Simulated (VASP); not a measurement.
Runs of VASP 6.6.1 on Cd. The structure is that of space group P6_3/mmc (No. 194), or close to it. The cells are those of the table. 

```tsv
level	cell	k mesh	cutoff (eV)	smearing	grid for exact exchange (PRECFOCK)	share of exact exchange	gap on the mesh (eV)	pressure (GPa)
PBE	a = 3.209, b = 3.209, c = 6.051 Å, angles 90.0, 90.0, 120.0°, 2 atoms	10 × 10 × 5	500	fermi-dirac 0.05 eV	-	-	none	-4.3
PBE	a = 2.979, b = 2.979, c = 5.505 Å, angles 90.0, 90.0, 120.0°, 2 atoms	9 × 9 × 4	520	fermi-dirac 0.05 eV	-	-	none	4.8
r2SCAN0	a = 2.979, b = 2.979, c = 5.618 Å, angles 90.0, 90.0, 120.0°, 2 atoms	6 × 6 × 3	520	fermi-dirac 0.05 eV	Normal	0.25	none	0.3
PBE0	a = 2.979, b = 2.979, c = 5.618 Å, angles 90.0, 90.0, 120.0°, 2 atoms	5 × 5 × 3	520	fermi-dirac 0.1 eV	Normal	0.25	none	(a)
```

Alike in all rows: potentials or basis VASP PAW PBE potentials, release 64 (Cd); no spin polarisation.

Question: Fill in the values left out.

Answer: (a) 2.2.

Caveats: some runs use coarse meshes; the PAW data sets were made with another functional, which shifts forces and pressure a little (at least some runs); the cell stands under tension (at least some runs); the cell stands under pressure (at least some runs).

A k mesh can miss the band edges, and the runs leave out spin-orbit coupling on Cd.

A gap of «none» marks levels without a gap at the run's occupations.
